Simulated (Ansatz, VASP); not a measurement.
BaS in VASP and in Ansatz

```
Ba S
1.0
     0.00000    3.22015    3.22015
     3.22015    0.00000    3.22015
     3.22015    3.22015    0.00000
Ba S
1 1
Cartesian
  0.0000 0.0000 0.0000
  3.2201 3.2201 3.2201
```

Change from the starting cell: volume scaled by 1.025, PAW files.

Alike in both runs: task electric field gradients; functional PBE; k mesh 8 × 8 × 8; occupations fermi-dirac, width 0.02 eV; no spin polarisation.

|  | VASP | Ansatz |
| --- | --- | --- |
| version | VASP 6.6.1 | Ansatz 0.2.0 |
| potentials or method | VASP PAW PBE potentials, release 64 (Ba_sv, S) | PAW with Ansatz's default frozen-core files, scalar-relativistic |
| plane-wave cutoff (eV) | 400 | 420 |
| valence electrons in the cell | 16 | 16 |

|  | VASP | Ansatz | Ansatz less VASP |
| --- | --- | --- | --- |
| gap on the k mesh at the Fermi level (eV) | 2.15 | 2.24 | +0.094 |
| pressure (GPa) | 0.3 | -0.2 | -0.54 |

With one functional, cell and mesh, what is left measures potentials, basis and numerics.

Spin-orbit coupling is off throughout.
